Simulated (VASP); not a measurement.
Wanted: the native input for a VASP 6.6.1 run.

```
Task                   : single point
Functional             : PBE
Potentials or basis    : VASP PAW PBE potentials, release 64 (Ta_pv, N)
Cutoff                 : 520 eV
k mesh                 : 12 × 12 × 10
Occupations            : fermi-dirac, width 0.02 eV
Spin                   : no spin polarisation
Dipole correction      : no
Further INCAR settings : ALGO = Normal; EDIFF = 1e-06; NBANDS = 15
```

The structure of TaN lies in POSCAR:

```
TaN
1.0
    2.8792388812      0.0000000000      0.0000000000
   -1.4396194406      2.4934940148      0.0000000000
    0.0000000000      0.0000000000      2.8830000000
Ta N
1 1
Direct
    0.3333333333      0.6666666667      0.5000000000
    0.0000000000      0.0000000000      0.0000000000
```

This cell differs from its parent crystal: equal xx and yy strain of -2 %.

These files were run (other wordings do the same):

INCAR

```
SYSTEM = TaN
  PREC = Accurate
  ENCUT = 520
  EDIFF = 1E-6
  ISMEAR = -1
  SIGMA = 0.02
  LREAL = .FALSE.
  LASPH = .TRUE.
  NELM = 100
  ALGO = Normal
  ISIF = 2
  LWAVE = .FALSE.
  LCHARG = .FALSE.
  GGA = PE
  NBANDS = 15
```

KPOINTS

```
regular mesh
0
G
  12 12 10
  0 0 0
```

Potentials or basis: VASP PAW PBE potentials, release 64 (Ta_pv, N).

Run with:

```sh
$ cat potpaw_PBE.64/Ta_pv/POTCAR potpaw_PBE.64/N/POTCAR > POTCAR
$ mpirun -np 1 vasp_std > vasp.out
```

Results of the run:

```
Pressure               : 20.8 GPa
Band gap on the k mesh : zero (band 8 reaches 8.95 eV, above the bottom of band 9 at 8.56 eV)
```

Caveat: the cell differs from its parent crystal (equal xx and yy strain of -2 %); spin-orbit coupling is left out, which moves the levels of the heavy elements.

It took 14 s on 1 thread of Intel(R) Xeon(R) Platinum 8559C (Emerald Rapids), with other jobs on the host, peak memory 0.16 GiB.
